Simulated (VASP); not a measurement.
# Si2W (I4/mmm) in VASP: notebook

The runs below take Si2W through single point, relaxation of cell and atoms, with PBEsol.

Program: VASP 6.6.1. These are calculated values, not measurements. Logs are shortened: lines on timing, memory, paths and dates and some standing lists are left out, and cuts for length are marked.

### 1 The cell of the first run

Symmetry: I4/mmm, No. 139, tetragonal system. Conventional cell: a = 3.203 Å, b = 3.203 Å, c = 7.815 Å, α = 90.00°, β = 90.00°, γ = 90.00°. Within 3.4 Å of Si (site symmetry 4mm) lie 9 Si at 2.59 to 3.20 Å and 5 W at 2.61 Å. W (site symmetry 4/mmm) has 10 Si at 2.61 Å and 4 W at 3.20 Å within 3.4 Å.

### 2 Single point, PBEsol

Input file INCAR:

```
SYSTEM = Si2W
  PREC = Accurate
  ENCUT = 520
  EDIFF = 1E-6
  ISMEAR = 0
  SIGMA = 0.05
  LREAL = .FALSE.
  LASPH = .TRUE.
  NELM = 80
  ALGO = Normal
  ISIF = 2
  LWAVE = .FALSE.
  LCHARG = .FALSE.
  GGA = PS
  NBANDS = 18
```

Input file KPOINTS:

```
Automatic mesh
0
G
  14 14 14
  0 0 0
```

Input file POSCAR:

```
Si2W
1.0
   -1.6014538702      1.6014538702      3.9074066652
    1.6014538702     -1.6014538702      3.9074066652
    1.6014538702      1.6014538702     -3.9074066652
Si W
2 1
Direct
    0.3345680591      0.3345680591      0.0000000000
    0.6654319409      0.6654319409      0.0000000000
    0.0000000000      0.0000000000      0.0000000000
```

Potentials or basis: VASP PAW PBE potentials, release 64 (Si, W_sv).

Started as:

```
$ cat potpaw_PBE.64/Si/POTCAR potpaw_PBE.64/W_sv/POTCAR > POTCAR
$ mpirun -np 1 vasp_std > vasp.out
```

OUTCAR:

```text
SYSTEM = Si2W
   PREC = Accurate
   ENCUT = 520
   EDIFF = 1E-6
   ISMEAR = 0
   LREAL = .FALSE.
   LASPH = .TRUE.
   NELM = 80
   ISIF = 2
   GGA = PS

 ion  position               nearest neighbor table
   1  0.335  0.335  0.000-   2 2.59   3 2.61   3 2.61   3 2.61   3 2.61   3 2.61   2 2.62   2 2.62
                             2 2.62   2 2.62
   2  0.665  0.665  0.000-   1 2.59   3 2.61   3 2.61   3 2.61   3 2.61   3 2.61   1 2.62   1 2.62
                             1 2.62   1 2.62
   3  0.000  0.000  0.000-   2 2.61   2 2.61   2 2.61   1 2.61   2 2.61   1 2.61   1 2.61   1 2.61
                             1 2.61   2 2.61

  LATTYP: Found a body centered tetragonal cell.
 ALAT       =     3.2029077404
 C/A-ratio  =     2.4399120936

  Lattice vectors:

 A1 = (  -1.6014538702,   1.6014538702,   3.9074066652)
 A2 = (   1.6014538702,  -1.6014538702,   3.9074066652)
 A3 = (   1.6014538702,   1.6014538702,  -3.9074066652)

Analysis of symmetry for initial positions (statically):
=====================================================================
 Subroutine PRICEL returns:
 Original cell was already a primitive cell.

 Routine SETGRP: Setting up the symmetry group for a
 body centered tetragonal supercell.

 Subroutine GETGRP returns: Found 16 space group operations
 (whereof 16 operations were pure point group operations)
 out of a pool of 16 trial point group operations.

The static configuration has the point symmetry D_4h.

Analysis of symmetry for dynamics (positions and initial velocities):
=====================================================================
 Subroutine PRICEL returns:
 Original cell was already a primitive cell.

 Routine SETGRP: Setting up the symmetry group for a
 body centered tetragonal supercell.

 Subroutine GETGRP returns: Found 16 space group operations
 (whereof 16 operations were pure point group operations)
 out of a pool of 16 trial point group operations.

The dynamic configuration has the point symmetry D_4h.

 Subroutine INISYM returns: Found 16 space group operations
 (whereof 16 operations are pure point group operations),
 and found     1 'primitive' translations

----------------------------------------------------------------------------------------

                                     Primitive cell

  volume of cell :      40.0846

  direct lattice vectors                    reciprocal lattice vectors
    -1.601453870  1.601453870  3.907406665     0.000000000  0.312216299  0.127962110
     1.601453870 -1.601453870  3.907406665     0.312216299  0.000000000  0.127962110
     1.601453870  1.601453870 -3.907406665     0.312216299  0.312216299  0.000000000

  length of vectors
     4.516318838  4.516318838  4.516318838     0.337421574  0.337421574  0.441540524

  position of ions in fractional coordinates (direct lattice)
     0.334568059  0.334568059  0.000000000
     0.665431941  0.665431941  0.000000000
     0.000000000  0.000000000  0.000000000

  ion indices of the primitive-cell ions
   primitive index   ion index
                 1           1
                 2           2
                 3           3

----------------------------------------------------------------------------------------

 KPOINTS: Automatic mesh

Automatic generation of k-mesh.
 Grid dimensions read from file:
 generate k-points for:   14   14   14

 Generating k-lattice:

  Cartesian coordinates                     Fractional coordinates (reciprocal lattice)
     0.000000000  0.022301164  0.009140151     0.071428571  0.000000000 -0.000000000
     0.022301164  0.000000000  0.009140151     0.000000000  0.071428571 -0.000000000
     0.022301164  0.022301164  0.000000000     0.000000000  0.000000000  0.071428571

  Length of vectors
     0.024101541  0.024101541  0.031538609

  Shift w.r.t. Gamma in fractional coordinates (k-lattice)
     0.000000000  0.000000000  0.000000000

 Subroutine IBZKPT returns following result:
 ===========================================

 Found    244 irreducible k-points:

 Following reciprocal coordinates:
            Coordinates               Weight
  0.000000  0.000000  0.000000      1.000000
  0.071429  0.000000  0.000000      8.000000
  0.142857 -0.000000  0.000000      8.000000
  0.214286 -0.000000  0.000000      8.000000
  0.285714  0.000000  0.000000      8.000000
  0.357143  0.000000  0.000000      8.000000
[... 16 lines left out ...]
  0.214286  0.142857  0.000000     16.000000
  0.285714  0.142857  0.000000     16.000000
 [... further k-points ...]
   k-points           NKPTS =    244   k-points in BZ     NKDIM =    244   number of bands    NBANDS=     18
   number of dos      NEDOS =    301   number of ions     NIONS =      3
   total plane-waves  NPLWV =  46656
   dimension x,y,z NGX =    36 NGY =   36 NGZ =   36
   dimension x,y,z NGXF=    72 NGYF=   72 NGZF=   72
   ions per type =               2   1
   NGX,Y,Z   is equivalent  to a cutoff of  13.25, 13.25, 13.25 a.u.
   NGXF,Y,Z  is equivalent  to a cutoff of  26.50, 26.50, 26.50 a.u.
 SYSTEM =  Si2W
   PREC   = accura    normal or accurate (medium, high low for compatibility)
   ISTART =      0    job   : 0-new  1-cont  2-samecut
   ICHARG =      2    charge: 1-file 2-atom 10-const
   ISPIN  =      1    spin polarized calculation?
   LNONCOLLINEAR =      F non collinear calculations
   LSORBIT =      F    spin-orbit coupling
   LASPH  =      T    aspherical Exc in radial PAW
   ENCUT  =  520.0 eV  38.22 Ry    6.18 a.u.   8.40  8.40  8.40*2*pi/ulx,y,z
   NELM   =     80;   NELMIN=  2; NELMDL= -5     # of ELM steps
   EDIFF  = 0.1E-05   stopping-criterion for ELM
   LREAL  =      F    real-space projection
   EDIFFG = 0.1E-04   stopping-criterion for IOM
   NSW    =      0    number of steps for IOM
   IBRION =     -1    ionic relax: 0-MD 1-quasi-New 2-CG
   NFREE  =      0    steps in history (QN), initial steepest desc. (CG)
   ISIF   =      2    stress and relaxation
   ISYM   =      2    0-nonsym 1-usesym 2-fastsym
   POTIM  = 0.5000    time-step for ionic-motion
   TEBEG  =    0.0;   TEEND  =   0.0 temperature during run
   PSTRESS=    0.0 pullay stress
   NELECT =      22.0000    total number of electrons
   NUPDOWN=      -1.0000    fix difference up-down
   EMIN   =  10.00;   EMAX   =-10.00  energy-range for DOS
   EFERMI =   0.00;   METHOD = LEGACY
   ISMEAR =     0;   SIGMA  =   0.05  broadening in eV -4-tet -1-fermi 0-gaus
   EFERMI_NEDOS =   21; number of points for ismear=-14 and -15
   IALGO  =     38    algorithm
   IMIX   =      4    mixing-type and parameters
     AMIX     =   0.40;   BMIX     =  1.00
     AMIX_MAG =   1.60;   BMIX_MAG =  1.00
  volume/ion in A,a.u.               =      13.36        90.17
  Fermi-wavevector in a.u.,A,eV,Ry     =   1.340365  2.532923 24.443950  1.796580
  Thomas-Fermi vector in A             =   2.468684
   LORBIT       =      0    0 simple, 1 ext, 2 COOP (PROOUT), +10 PAW based schemes
   GGA     = PS    functional components
   LHFCALC =     F    Hartree Fock is set to
   AEXX    =    0.0000 exact exchange contribution
   IVDW    =     0    specifies the selected vdW correction
   LEPSILON=     F    determine dielectric tensor
   LRPA    =     F    only Hartree local field effects (RPA)
 non-spin polarized calculation
 Gauss-broadening in eV      SIGMA  =   0.05
  energy-cutoff  :      520.00
  volume of cell :       40.08
 maximum number of plane-waves:      1104
 NGX is ok and might be reduce to    36
   NGX = 17   NGY = 17   NGZ = 17

 number of electron      21.9999999 magnetization

 Free energy of the ion-electron system (eV)
  ---------------------------------------------------
  ext. energy  EPLUGINS =         0.00000000
  ---------------------------------------------------
  free energy    TOTEN  =       -26.63977973 eV

  energy without entropy =      -26.63945774  energy(sigma->0) =      -26.63961874

 E-fermi :  11.9821     XC(G=0): -12.6478

 val. band max:       11.9816592949   @ k =  -0.4286  -0.4286   0.2857
 cond. band min:      12.0066712217   @ k =  -0.3571   0.5000   0.3571
 fundamental gap:      0.0250119269
 Fermi energy:        11.9821304772

 k-point     1 :       0.0000    0.0000    0.0000
  band No.  band energies     occupation
      1     -61.7987      2.00000
      2     -26.0743      2.00000
      3     -26.0449      2.00000
      4     -26.0449      2.00000
      5      -2.1592      2.00000
      6       5.0663      2.00000
[... 10 lines left out ...]
     17      17.7376      0.00000
     18      17.7376      0.00000

 k-point     2 :       0.0714    0.0000    0.0000
  band No.  band energies     occupation
      1     -61.7983      2.00000
      2     -26.0734      2.00000
      3     -26.0563      2.00000
      4     -26.0438      2.00000
      5      -2.0606      2.00000
      6       5.0771      2.00000
[... 10 lines left out ...]
     17      17.7472      0.00000
     18      18.0963      0.00000

 k-point     3 :       0.1429   -0.0000    0.0000
  band No.  band energies     occupation
      1     -61.7972      2.00000
      2     -26.0884      2.00000
      3     -26.0710      2.00000
      4     -26.0409      2.00000
      5      -1.7685      2.00000
      6       5.0813      2.00000
[... 10 lines left out ...]
     17      17.9174      0.00000
     18      18.9254      0.00000

 k-point     4 :       0.2143   -0.0000    0.0000
  band No.  band energies     occupation
      1     -61.7956      2.00000
      2     -26.1344      2.00000
      3     -26.0675      2.00000
      4     -26.0367      2.00000
      5      -1.2938      2.00000
      6       4.9708      2.00000
[... 375 lines left out ...]
      4     -26.0687      2.00000
      5      -1.2802      2.00000
      6       4.6646      2.00000
[... 10 lines left out ...]
     17      18.6212      0.00000
     18      19.2299      0.00000

 k-point    23 :       0.2143    0.1429    0.0000
  band No.  band energies     occupation
      1     -61.7941      2.00000
      2     -26.1299      2.00000
      3     -26.0794      2.00000
      4     -26.0654      2.00000
      5      -0.7738      2.00000
      6       4.4834      2.00000
[... 10 lines left out ...]
     17      18.3646      0.00000
     18      20.2300      0.00000

 k-point    24 :       0.2857    0.1429    0.0000
  band No.  band energies     occupation
      1     -61.7923      2.00000
      2     -26.1799      2.00000
      3     -26.0743      2.00000
      4     -26.0612      2.00000
      5      -0.1185      2.00000
      6       4.2130      2.00000
[... 10 lines left out ...]
     17      18.9319      0.00000
     18      20.3171      0.00000

 [... further k-points ...]

------------------------ aborting loop because EDIFF is reached ----------------------------------------

  FORCE on cell =-STRESS in cart. coord.  units (eV):
  Direction    XX          YY          ZZ          XY          YZ          ZX
  --------------------------------------------------------------------------------------
  -------------------------------------------------------------------------------------
  Total        0.0856278      0.0856278      0.0678629      0.0000000      0.0000000      0.0000000
  in kB        3.4225369      3.4225369      2.7124731      0.0000000      0.0000000      0.0000000
  external PRESSURE =       3.1858490 kB  Pullay stress =       0.0000000 kB

 VOLUME and BASIS-vectors are now :
 -----------------------------------------------------------------------------
  energy-cutoff  :      520.00
  volume of cell :       40.08
      direct lattice vectors                 reciprocal lattice vectors
    -1.601453870  1.601453870  3.907406665     0.000000000  0.312216299  0.127962110
     1.601453870 -1.601453870  3.907406665     0.312216299  0.000000000  0.127962110
     1.601453870  1.601453870 -3.907406665     0.312216299  0.312216299  0.000000000

 POSITION                                       TOTAL-FORCE (eV/Angst)
 -----------------------------------------------------------------------------------
      0.00000      0.00000      2.61459        -0.000000     -0.000000     -0.001035
      0.00000      0.00000      5.20023         0.000000      0.000000      0.001035
      0.00000      0.00000      0.00000         0.000000      0.000000      0.000000
 -----------------------------------------------------------------------------------
    total drift:                                0.000000     -0.000000     -0.000000

  FREE ENERGIE OF THE ION-ELECTRON SYSTEM (eV)
  ---------------------------------------------------
  free  energy   TOTEN  =       -26.6397797286 eV

  energy  without entropy=      -26.6394577445  energy(sigma->0) =      -26.63961874
```

It took 1.9 min on 1 thread of AMD EPYC 9R45 (Zen 5), shared host; peak memory 0.29 GiB.

Results:

```yaml
Free_energy: -26.6398 eV
Pressure: 0.3 GPa
Band_gap_on_the_k_mesh: zero (bands 11 and 12 overlap by 1.29 eV)
```

Caveat: the PAW data sets were made with another functional, which shifts forces and pressure a little; spin-orbit coupling is left out, which moves the levels of the heavy elements.

### 3 Relaxation of cell and atoms, PBEsol

This run uses another cell than the first one, of 13.69 Å³/atom.

Input file INCAR:

```
ALGO = Normal
EDIFF = 1E-6
EDIFFG = -0.01
ENCUT = 600
GGA = PS
IBRION = 2
ISIF = 3
ISMEAR = 0
LASPH = T
LCHARG = F
LREAL = F
LWAVE = F
NELM = 100
NSW = 80
PREC = Accurate
SIGMA = 0.05
```

Input file KPOINTS:

```
k-points
0
Gamma
  14 14 14
```

Input file POSCAR:

```
Si2W
1.0
   -1.6113355874      1.6113355874      3.9530897972
    1.6113355874     -1.6113355874      3.9530897972
    1.6113355874      1.6113355874     -3.9530897972
Si W
2 1
Direct
    0.3330000000      0.3330000000      0.0000000000
    0.6670000000      0.6670000000      0.0000000000
    0.0000000000      0.0000000000      0.0000000000
```

Potentials or basis: VASP PAW PBE potentials, release 64 (Si, W_sv).

Started as:

```
$ cat potpaw_PBE.64/Si/POTCAR potpaw_PBE.64/W_sv/POTCAR > POTCAR
$ mpirun -np 1 vasp_std > vasp.out
```

OUTCAR:

```text
EDIFF = 1E-6
   EDIFFG = -0.01
   ENCUT = 600
   GGA = PS
   IBRION = 2
   ISIF = 3
   ISMEAR = 0
   LASPH = T
   LREAL = F
   NELM = 100
   NSW = 80
   PREC = Accurate

 ion  position               nearest neighbor table
   1  0.333  0.333  0.000-   2 2.63   2 2.63   2 2.63   2 2.63   3 2.63   3 2.63   3 2.63   3 2.63
                             3 2.63   2 2.64
   2  0.667  0.667  0.000-   1 2.63   1 2.63   1 2.63   1 2.63   3 2.63   3 2.63   3 2.63   3 2.63
                             3 2.63   1 2.64
   3  0.000  0.000  0.000-   1 2.63   2 2.63   2 2.63   1 2.63   2 2.63   2 2.63   2 2.63   1 2.63
                             1 2.63   1 2.63

  LATTYP: Found a body centered tetragonal cell.
 ALAT       =     3.2226711748
 C/A-ratio  =     2.4533001245

  Lattice vectors:

 A1 = (  -1.6113355874,   1.6113355874,   3.9530897972)
 A2 = (   1.6113355874,  -1.6113355874,   3.9530897972)
[... 463 lines left out ...]
      7       8.2361      2.00000
      8       8.5700      2.00000
      9       9.1008      2.00000
     10       9.1008      2.00000
     11      12.5807      0.00000
     12      14.7651      0.00000
     13      14.8370      0.00000
     14      15.0783      0.00000
[... 401 lines left out ...]
      2     -26.2105      2.00000
      3     -26.1059      2.00000
      4     -26.0914      2.00000
      5      -0.1332      2.00000
      6       4.1937      2.00000
      7       6.3575      2.00000
      8       8.0791      2.00000
      9       9.0174      2.00000
     10       9.4121      2.00000
     11      10.0321      2.00000
     12      13.9652      0.00000
     13      14.4783      0.00000
     14      15.7822      0.00000
     15      16.6512      0.00000

 [... further k-points ...]

------------------------ aborting loop because EDIFF is reached ----------------------------------------

  FORCE on cell =-STRESS in cart. coord.  units (eV):
  Direction    XX          YY          ZZ          XY          YZ          ZX
  --------------------------------------------------------------------------------------
  -------------------------------------------------------------------------------------
  Total       -0.0196963     -0.0196963     -0.0096968      0.0000000      0.0000000     -0.0000000
  in kB       -0.7857702     -0.7857702     -0.3868469      0.0000000      0.0000000     -0.0000000
  external PRESSURE =      -0.6527958 kB  Pullay stress =       0.0000000 kB
[... 18 lines left out ...]
  FREE ENERGIE OF THE ION-ELECTRON SYSTEM (eV)
  ---------------------------------------------------
  free  energy   TOTEN  =       -26.6400062010 eV

  energy  without entropy=      -26.6396898044  energy(sigma->0) =      -26.63984800

 reached required accuracy - stopping structural energy minimisation
```

Wall time 7.3 min (1 thread of AMD EPYC 9R45 (Zen 5), shared host); peak memory 0.32 GiB.

Results:

```
Free energy                           : -26.6400 eV
Relaxed volume                        : 13.39 Å³/atom
Relaxed cell                          : a = 4.518 Å, b = 4.518 Å, c = 4.518 Å, α = 138.45°, β = 138.45°, γ = 60.21°
Space group after relaxing (to 0.1 Å) : I4/mmm (No. 139)
Energy gained by relaxing             : 7.0 meV/atom
Ionic steps                           : 8
Pressure after relaxing               : -0.1 GPa
Largest force after relaxing          : 0.003 eV/Å
Band gap on the k mesh                : zero (bands 11 and 12 overlap by 1.29 eV)
```

Forces on the atoms (eV/Å):
```
Si   0.000  0.000  0.003
Si   0.000  0.000 -0.003
W    0.000  0.000  0.000
```

Step by step:
```csv
step,energy change (eV),largest force (eV/Å),pressure (GPa),volume (Å³)
1,0.0000,0.2989,-5.38,41.06
2,0.0456,0.1734,11.93,38.38
3,-0.0196,0.1548,0.24,40.08
4,-0.0196,0.1515,0.31,40.06
5,-0.0209,0.0158,0.06,40.14
6,-0.0209,0.0071,0.05,40.15
7,-0.0209,0.0010,-0.13,40.17
8,-0.0209,0.0032,-0.07,40.16
```

Final structure:
```
Si W
1.0
    -1.60266    1.60266    3.90892
     1.60266   -1.60266    3.90892
     1.60266    1.60266   -3.90892
Si W
2 1
Direct
  0.33457 0.33457 0.00000
  0.66543 0.66543 0.00000
  0.00000 0.00000 0.00000
```

Caveat: the PAW data sets were made with another functional, which shifts forces and pressure a little; spin-orbit coupling is left out, which moves the levels of the heavy elements.

The gap in the log of VASP goes by the Fermi energy; the results here count the filled bands.